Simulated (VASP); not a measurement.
# Al (Cmce) in VASP: further runs

Runs on Al. Level: PBEsol. Tasks: single point, relaxation of cell and atoms.

All numbers are computed with VASP 6.6.1; they aren't measurements. Logs are shortened: lines on timing, memory, paths and dates and some standing lists are left out, and cuts for length are marked.

### 1 The cell of the first run

The structure is orthorhombic, space group Cmce (No. 64). Conventional cell: a = 4.351 Å, b = 8.100 Å, c = 4.539 Å, α = 90.00°, β = 90.00°, γ = 90.00°. Al (site symmetry m) has 7 Al at 2.58 to 2.75 Å within 3.4 Å.

### 2 Single point, PBEsol

INCAR

```
ALGO = Fast
EDIFF = 1E-6
ENCUT = 520
GGA = PS
ISIF = 2
ISMEAR = 0
LASPH = True
LCHARG = True
LELF = True
LREAL = False
LVHAR = True
LWAVE = False
NBANDS = 22
NELM = 100
PREC = Accurate
SIGMA = 0.1
```

KPOINTS

```
k-points
0
Gamma
  8 8 6
```

POSCAR

```
Al
1.0
    4.3508188075      0.0000000000      0.0000000000
    0.0000000000      0.0000000000      4.5393914910
    0.0000000000     -8.1002137947      0.0000000000
Al
8
Direct
    0.5000000000      0.4358909750      0.1549078179
    0.0000000000      0.4358909750      0.6549078179
    0.5000000000      0.9358909750      0.3450921821
    0.0000000000      0.9358909750      0.8450921821
    0.5000000000      0.5641090250      0.8450921821
    0.0000000000      0.5641090250      0.3450921821
    0.5000000000      0.0641090250      0.6549078179
    0.0000000000      0.0641090250      0.1549078179
```

Potentials or basis: VASP PAW PBE potentials, release 64 (Al).

Launch:

```sh
cat potpaw_PBE.64/Al/POTCAR > POTCAR
mpirun -np 1 vasp_std > vasp.out
```

OUTCAR:

```text
EDIFF = 1E-6
   ENCUT = 520
   GGA = PS
   ISIF = 2
   ISMEAR = 0
   LASPH = True
   LREAL = False
   NELM = 100
   PREC = Accurate

 ion  position               nearest neighbor table
   1  0.500  0.436  0.155-   5 2.58   6 2.73   6 2.73   3 2.74   3 2.74   8 2.75   8 2.75
   2  0.000  0.436  0.655-   6 2.58   5 2.73   5 2.73   4 2.74   4 2.74   7 2.75   7 2.75
   3  0.500  0.936  0.345-   7 2.58   8 2.73   8 2.73   1 2.74   1 2.74   6 2.75   6 2.75
   4  0.000  0.936  0.845-   8 2.58   7 2.73   7 2.73   2 2.74   2 2.74   5 2.75   5 2.75
   5  0.500  0.564  0.845-   1 2.58   2 2.73   2 2.73   7 2.74   7 2.74   4 2.75   4 2.75
   6  0.000  0.564  0.345-   2 2.58   1 2.73   1 2.73   8 2.74   8 2.74   3 2.75   3 2.75
   7  0.500  0.064  0.655-   3 2.58   4 2.73   4 2.73   5 2.74   5 2.74   2 2.75   2 2.75
   8  0.000  0.064  0.155-   4 2.58   3 2.73   3 2.73   6 2.74   6 2.74   1 2.75   1 2.75

  LATTYP: Found a simple orthorhombic cell.
 ALAT       =     4.3508188075
 B/A-ratio  =     1.0433418839
 C/A-ratio  =     1.8617676702

  Lattice vectors:

 A1 = (   4.3508188075,   0.0000000000,   0.0000000000)
 A2 = (   0.0000000000,   0.0000000000,   4.5393914910)
 A3 = (   0.0000000000,  -8.1002137947,   0.0000000000)

Analysis of symmetry for initial positions (statically):
=====================================================================
 Subroutine PRICEL returns following result:

  LATTYP: Found a base centered orthorhombic cell.
 ALAT       =     4.3508188075
 B/A-ratio  =     1.8617676702
 C/A-ratio  =     1.0433418839

  Lattice vectors:

 A1 = (   2.1754094037,  -4.0501068973,   0.0000000000)
 A2 = (   2.1754094037,   4.0501068974,   0.0000000000)
 A3 = (   0.0000000000,   0.0000000000,   4.5393914910)

   2 primitive cells build up your supercell.

 Routine SETGRP: Setting up the symmetry group for a
 simple orthorhombic supercell.

 Subroutine GETGRP returns: Found  8 space group operations
 (whereof  4 operations were pure point group operations)
 out of a pool of  8 trial point group operations.

The static configuration has the point symmetry C_2h.
 The point group associated with its full space group is D_2h.

Analysis of symmetry for dynamics (positions and initial velocities):
=====================================================================
 Subroutine PRICEL returns following result:

  LATTYP: Found a base centered orthorhombic cell.
 ALAT       =     4.3508188075
 B/A-ratio  =     1.8617676702
 C/A-ratio  =     1.0433418839

  Lattice vectors:

 A1 = (   2.1754094037,  -4.0501068973,   0.0000000000)
 A2 = (   2.1754094037,   4.0501068974,   0.0000000000)
 A3 = (   0.0000000000,   0.0000000000,   4.5393914910)

   2 primitive cells build up your supercell.

 Routine SETGRP: Setting up the symmetry group for a
 simple orthorhombic supercell.

 Subroutine GETGRP returns: Found  8 space group operations
 (whereof  4 operations were pure point group operations)
 out of a pool of  8 trial point group operations.

The dynamic configuration has the point symmetry C_2h.
 The point group associated with its full space group is D_2h.

 Subroutine INISYM returns: Found  8 space group operations
 (whereof  4 operations are pure point group operations),
 and found     2 'primitive' translations

----------------------------------------------------------------------------------------

                                     Primitive cell

  volume of cell :      79.9899

  direct lattice vectors                    reciprocal lattice vectors
     2.175409404 -4.050106897  0.000000000     0.229841794 -0.123453532  0.000000000
     2.175409404  4.050106897  0.000000000     0.229841794  0.123453532  0.000000000
     0.000000000  0.000000000  4.539391491     0.000000000  0.000000000  0.220293844

  length of vectors
     4.597365762  4.597365762  4.539391491     0.260898495  0.260898495  0.220293844

  position of ions in fractional coordinates (direct lattice)
     0.654907818  0.345092182  0.435890975
     0.845092182  0.154907818  0.935890975
     0.345092182  0.654907818  0.564109025
     0.154907818  0.845092182  0.064109025

  ion indices of the primitive-cell ions
   primitive index   ion index
                 1           1
                 2           3
                 3           5
                 4           7

----------------------------------------------------------------------------------------

 KPOINTS: k-points

Automatic generation of k-mesh.
 Grid dimensions read from file:
 generate k-points for:    8    8    6

 Generating k-lattice:

  Cartesian coordinates                     Fractional coordinates (reciprocal lattice)
     0.028730224  0.000000000  0.000000000     0.125000000  0.000000000  0.000000000
     0.000000000  0.000000000  0.027536730     0.000000000  0.125000000  0.000000000
     0.000000000 -0.020575589  0.000000000     0.000000000  0.000000000  0.166666667

  Length of vectors
     0.028730224  0.027536730  0.020575589

  Shift w.r.t. Gamma in fractional coordinates (k-lattice)
     0.000000000  0.000000000  0.000000000

 Subroutine IBZKPT returns following result:
 ===========================================

 Found    100 irreducible k-points:

 Following reciprocal coordinates:
            Coordinates               Weight
  0.000000  0.000000  0.000000      1.000000
  0.125000  0.000000  0.000000      2.000000
  0.250000  0.000000  0.000000      2.000000
  0.375000  0.000000  0.000000      2.000000
  0.500000  0.000000  0.000000      1.000000
  0.000000  0.125000  0.000000      2.000000
[... 16 lines left out ...]
  0.250000  0.500000  0.000000      2.000000
  0.375000  0.500000  0.000000      2.000000
 [... further k-points ...]
   k-points           NKPTS =    100   k-points in BZ     NKDIM =    100   number of bands    NBANDS=     22
   number of dos      NEDOS =    301   number of ions     NIONS =      8
   total plane-waves  NPLWV =  69120
   dimension x,y,z NGX =    32 NGY =   36 NGZ =   60
   dimension x,y,z NGXF=    64 NGYF=   72 NGZF=  120
   ions per type =               8
   NGX,Y,Z   is equivalent  to a cutoff of  12.23, 13.18, 12.31 a.u.
   NGXF,Y,Z  is equivalent  to a cutoff of  24.45, 26.37, 24.63 a.u.
 SYSTEM =  unknown system
   PREC   = accura    normal or accurate (medium, high low for compatibility)
   ISTART =      0    job   : 0-new  1-cont  2-samecut
   ICHARG =      2    charge: 1-file 2-atom 10-const
   ISPIN  =      1    spin polarized calculation?
   LNONCOLLINEAR =      F non collinear calculations
   LSORBIT =      F    spin-orbit coupling
   LASPH  =      T    aspherical Exc in radial PAW
   ENCUT  =  520.0 eV  38.22 Ry    6.18 a.u.   8.09  8.44 15.06*2*pi/ulx,y,z
   NELM   =    100;   NELMIN=  2; NELMDL= -5     # of ELM steps
   EDIFF  = 0.1E-05   stopping-criterion for ELM
   LREAL  =      F    real-space projection
   EDIFFG = 0.1E-04   stopping-criterion for IOM
   NSW    =      0    number of steps for IOM
   IBRION =     -1    ionic relax: 0-MD 1-quasi-New 2-CG
   NFREE  =      0    steps in history (QN), initial steepest desc. (CG)
   ISIF   =      2    stress and relaxation
   ISYM   =      2    0-nonsym 1-usesym 2-fastsym
   POTIM  = 0.5000    time-step for ionic-motion
   TEBEG  =    0.0;   TEEND  =   0.0 temperature during run
   PSTRESS=    0.0 pullay stress
   NELECT =      24.0000    total number of electrons
   NUPDOWN=      -1.0000    fix difference up-down
   EMIN   =  10.00;   EMAX   =-10.00  energy-range for DOS
   EFERMI =   0.00;   METHOD = LEGACY
   ISMEAR =     0;   SIGMA  =   0.10  broadening in eV -4-tet -1-fermi 0-gaus
   EFERMI_NEDOS =   21; number of points for ismear=-14 and -15
   IALGO  =     68    algorithm
   IMIX   =      4    mixing-type and parameters
     AMIX     =   0.40;   BMIX     =  1.00
     AMIX_MAG =   1.60;   BMIX_MAG =  1.00
  volume/ion in A,a.u.               =      20.00       134.95
  Fermi-wavevector in a.u.,A,eV,Ry     =   0.869875  1.643825 10.295292  0.756683
  Thomas-Fermi vector in A             =   1.988760
   LORBIT       =      0    0 simple, 1 ext, 2 COOP (PROOUT), +10 PAW based schemes
   GGA     = PS    functional components
   LHFCALC =     F    Hartree Fock is set to
   AEXX    =    0.0000 exact exchange contribution
   IVDW    =     0    specifies the selected vdW correction
   LEPSILON=     F    determine dielectric tensor
   LRPA    =     F    only Hartree local field effects (RPA)
 non-spin polarized calculation
 RMM-DIIS sequential band-by-band and
 Gauss-broadening in eV      SIGMA  =   0.10
  energy-cutoff  :      520.00
  volume of cell :      159.98
 maximum number of plane-waves:      4336
   NGX = 17   NGY = 17   NGZ = 31

 number of electron      24.0000000 magnetization

 Free energy of the ion-electron system (eV)
  ---------------------------------------------------
  ext. energy  EPLUGINS =         0.00000000
  ---------------------------------------------------
  free energy    TOTEN  =       -30.94306827 eV

  energy without entropy =      -30.93473596  energy(sigma->0) =      -30.93890212

 E-fermi :   5.8434     XC(G=0):  -9.4299

 val. band max:        5.8418996286   @ k =   0.0000   0.3750   0.0000
 cond. band min:       5.8616522976   @ k =   0.1250   0.2500   0.3333
 fundamental gap:      0.0197526689
 Fermi energy:         5.8433729972

 k-point     1 :       0.0000    0.0000    0.0000
  band No.  band energies     occupation
      1      -4.1214      2.00000
      2      -2.7648      2.00000
      3      -0.7460      2.00000
      4       2.4936      2.00000
      5       2.8009      2.00000
      6       3.0408      2.00000
[... 14 lines left out ...]
     21      10.4631      0.00000
     22      11.3415      0.00000

 k-point     2 :       0.1250    0.0000    0.0000
  band No.  band energies     occupation
      1      -4.0007      2.00000
      2      -2.6444      2.00000
      3      -0.6318      2.00000
      4       1.6140      2.00000
      5       2.6054      2.00000
      6       2.8408      2.00000
[... 14 lines left out ...]
     21       9.7819      0.00000
     22      10.7166      0.00000

 k-point     3 :       0.2500    0.0000    0.0000
  band No.  band energies     occupation
      1      -3.6395      2.00000
      2      -2.2840      2.00000
      3      -0.2908      2.00000
      4       0.1369      2.00000
      5       1.4807      2.00000
      6       2.7214      2.00000
[... 14 lines left out ...]
     21       9.7042      0.00000
     22       9.7421      0.00000

 k-point     4 :       0.3750    0.0000    0.0000
  band No.  band energies     occupation
      1      -3.0399      2.00000
      2      -1.6859      2.00000
      3      -1.1436      2.00000
      4       0.2053      2.00000
      5       0.2705      2.00000
      6       1.9494      2.00000
[... 14 lines left out ...]
     21       9.1132      0.00000
     22       9.8223      0.00000

 k-point     5 :       0.5000    0.0000    0.0000
  band No.  band energies     occupation
      1      -2.2058      2.00000
      2      -2.2058      2.00000
      3      -0.8540      2.00000
      4      -0.8540      2.00000
      5       1.0357      2.00000
      6       1.0357      2.00000
[... 417 lines left out ...]
 k-point    22 :       0.1250    0.5000    0.0000
  band No.  band energies     occupation
      1      -2.2514      2.00000
      2      -2.2514      2.00000
      3      -0.9465      2.00000
      4      -0.9465      2.00000
      5       1.1073      2.00000
      6       1.1073      2.00000
[... 14 lines left out ...]
     21      10.7456      0.00000
     22      10.7456      0.00000

 k-point    23 :       0.2500    0.5000    0.0000
  band No.  band energies     occupation
      1      -1.8992      2.00000
      2      -1.8992      2.00000
      3      -0.5921      2.00000
      4      -0.5921      2.00000
      5       1.1851      2.00000
      6       1.1851      2.00000
[... 14 lines left out ...]
     21      10.3511      0.00000
     22      10.3511      0.00000

 k-point    24 :       0.3750    0.5000    0.0000
  band No.  band energies     occupation
      1      -1.3177      2.00000
      2      -1.3177      2.00000
      3      -0.0136      2.00000
      4      -0.0136      2.00000
      5       0.4692      2.00000
      6       0.4692      2.00000
[... 14 lines left out ...]
     21      11.4877      0.00000
     22      11.4877      0.00000

 [... further k-points ...]

------------------------ aborting loop because EDIFF is reached ----------------------------------------

  FORCE on cell =-STRESS in cart. coord.  units (eV):
  Direction    XX          YY          ZZ          XY          YZ          ZX
  --------------------------------------------------------------------------------------
  -------------------------------------------------------------------------------------
  Total        0.0973665      0.0827990      0.0598178      0.0000000     -0.0000000      0.0000000
  in kB        0.9751131      0.8292215      0.5990680      0.0000000     -0.0000000      0.0000000
  external PRESSURE =       0.8011342 kB  Pullay stress =       0.0000000 kB

 VOLUME and BASIS-vectors are now :
 -----------------------------------------------------------------------------
  energy-cutoff  :      520.00
  volume of cell :      159.98
      direct lattice vectors                 reciprocal lattice vectors
     4.350818807  0.000000000  0.000000000     0.229841794  0.000000000  0.000000000
     0.000000000  0.000000000  4.539391491     0.000000000  0.000000000  0.220293844
     0.000000000 -8.100213795  0.000000000     0.000000000 -0.123453532  0.000000000

 POSITION                                       TOTAL-FORCE (eV/Angst)
 -----------------------------------------------------------------------------------
      2.17541     -1.25479      1.97868         0.000000     -0.000294      0.005953
      0.00000     -5.30489      1.97868         0.000000     -0.000294      0.005953
      2.17541     -2.79532      4.24838        -0.000000      0.000294      0.005953
      0.00000     -6.84543      4.24838        -0.000000      0.000294      0.005953
      2.17541     -6.84543      2.56071         0.000000      0.000294     -0.005953
      0.00000     -2.79532      2.56071         0.000000      0.000294     -0.005953
      2.17541     -5.30489      0.29102        -0.000000     -0.000294     -0.005953
      0.00000     -1.25479      0.29102        -0.000000     -0.000294     -0.005953
 -----------------------------------------------------------------------------------
    total drift:                               -0.000000      0.000000     -0.000000

  FREE ENERGIE OF THE ION-ELECTRON SYSTEM (eV)
  ---------------------------------------------------
  free  energy   TOTEN  =       -30.9430682716 eV

  energy  without entropy=      -30.9347359635  energy(sigma->0) =      -30.93890212
```

Run time: 9.3 min. Hardware: 1 thread of AMD EPYC 7R43 (Zen 3), shared host; peak memory 0.37 GiB.

Results:

```
Free energy            : -30.9431 eV
Pressure               : 0.1 GPa
Largest force          : 0.006 eV/Å
Band gap on the k mesh : zero (bands 12 and 13 overlap by 0.41 eV)
```

Forces on the atoms (eV/Å):
```
Al   0.000  0.000  0.006
Al   0.000  0.000  0.006
Al   0.000  0.000  0.006
Al   0.000  0.000  0.006
Al   0.000  0.000 -0.006
Al   0.000  0.000 -0.006
Al   0.000  0.000 -0.006
Al   0.000  0.000 -0.006
```

Caveat: the PAW data sets were made with another functional, which shifts forces and pressure a little.

### 3 Relaxation of cell and atoms, PBEsol

INCAR

```
SYSTEM = Al
ALGO = Fast
EDIFF = 1E-6
EDIFFG = -0.015
ENCUT = 600
GGA = PS
IBRION = 2
ISIF = 3
ISMEAR = 0
LASPH = .True.
LCHARG = .False.
LREAL = .False.
LWAVE = .False.
NELM = 100
NSW = 80
PREC = Accurate
SIGMA = 0.1
```

KPOINTS

```
k-points
0
Gamma
  8 8 6
  0 0 0
```

POSCAR

```
Al
1.0
    4.3855038038      0.0000000000      0.0000000000
    0.0000000000      0.0000000000      4.5210839647
    0.0000000000     -8.0744459993      0.0000000000
Al
8
Direct
    0.5000000000      0.4355584580      0.1551153178
    0.0000000000      0.4355584580      0.6551153178
    0.5000000000      0.9355584580      0.3448846822
    0.0000000000      0.9355584580      0.8448846822
    0.5000000000      0.5644415420      0.8448846822
    0.0000000000      0.5644415420      0.3448846822
    0.5000000000      0.0644415420      0.6551153178
    0.0000000000      0.0644415420      0.1551153178
```

Potentials or basis: VASP PAW PBE potentials, release 64 (Al).

Launch:

```sh
cat potpaw_PBE.64/Al/POTCAR > POTCAR
mpirun -np 1 vasp_std > vasp.out
```

It took 5.1 min on 1 thread of Intel Xeon 6975P-C (Granite Rapids), shared host; peak memory 0.45 GiB.

It converged, with:

```
Free energy                           : -30.9435 eV
Relaxed volume                        : 20.03 Å³/atom
Relaxed cell                          : a = 4.355 Å, b = 4.546 Å, c = 8.094 Å, α = 90.00°, β = 90.00°, γ = 90.00°
Space group after relaxing (to 0.1 Å) : Cmce (No. 64)
Energy gained by relaxing             : 0.3 meV/atom
Ionic steps                           : 4
Pressure after relaxing               : 0.0 GPa
Largest force after relaxing          : 0.007 eV/Å
Band gap on the k mesh                : zero (bands 12 and 13 overlap by 0.39 eV)
```

Forces in eV/Å, atoms in the order of the input:
```
Al   0.000  0.005  0.004
Al   0.000  0.005  0.004
Al   0.000 -0.005  0.004
Al   0.000 -0.005  0.004
Al   0.000 -0.005 -0.004
Al   0.000 -0.005 -0.004
Al   0.000  0.005 -0.004
Al   0.000  0.005 -0.004
```

Stress tensor (GPa, compression positive):
```
 0.05  0.00  0.00
 0.00  0.04  0.00
 0.00  0.00 -0.04
```

The path:
| step | energy change (eV) | largest force (eV/Å) | pressure (GPa) | volume (Å³) |
| --- | --- | --- | --- | --- |
| 1 | 0.0000 | 0.0059 | 0.10 | 160.09 |
| 2 | -0.0017 | 0.0072 | -0.03 | 160.38 |
| 3 | -0.0023 | 0.0196 | -0.16 | 160.66 |
| 4 | -0.0027 | 0.0067 | 0.02 | 160.22 |

Final structure:
```
Al
1.0
     4.35475    0.00000    0.00000
     0.00000    0.00000    4.54554
     0.00000   -8.09430    0.00000
Al
8
Direct
  0.50000 0.43551 0.15503
  0.00000 0.43551 0.65503
  0.50000 0.93551 0.34497
  0.00000 0.93551 0.84497
  0.50000 0.56449 0.84497
  0.00000 0.56449 0.34497
  0.50000 0.06449 0.65503
  0.00000 0.06449 0.15503
```

Levels at points of the mesh, in eV from the Fermi level:
```csv
k point,band 8,band 9,band 10,band 11,band 12,band 13,band 14,band 15,band 16,band 17
"(0.00, 0.00, 0.00)",-2.00,-1.74,-1.50,-1.41,-0.37,-0.17,0.43,0.48,0.68,0.75
"(0.50, 0.00, 0.00)",-1.64,-1.19,-1.19,-0.35,-0.35,0.39,0.39,0.69,0.69,1.68
"(0.00, 0.50, 0.00)",-1.18,-0.35,-0.35,-0.19,-0.19,-0.12,-0.12,0.95,0.95,1.55
"(0.50, 0.50, 0.00)",-5.01,-2.86,-2.86,-2.86,-2.86,2.35,2.35,2.35,2.35,3.17
"(0.00, 0.00, 0.50)",-2.63,-2.39,-2.39,-1.25,-1.25,1.26,1.26,2.14,2.15,2.22
"(0.50, 0.00, 0.50)",-2.99,-1.26,-1.26,-1.26,-1.26,0.23,0.23,0.23,0.23,3.75
"(0.00, 0.50, 0.50)",-2.98,-0.79,-0.79,-0.79,-0.79,0.32,0.32,0.32,0.32,4.22
"(0.50, 0.50, 0.50)",-5.58,-1.73,-1.73,-1.73,-1.73,-0.05,-0.05,-0.05,-0.05,6.40
```

Caveat: the PAW data sets were made with another functional, which shifts forces and pressure a little.
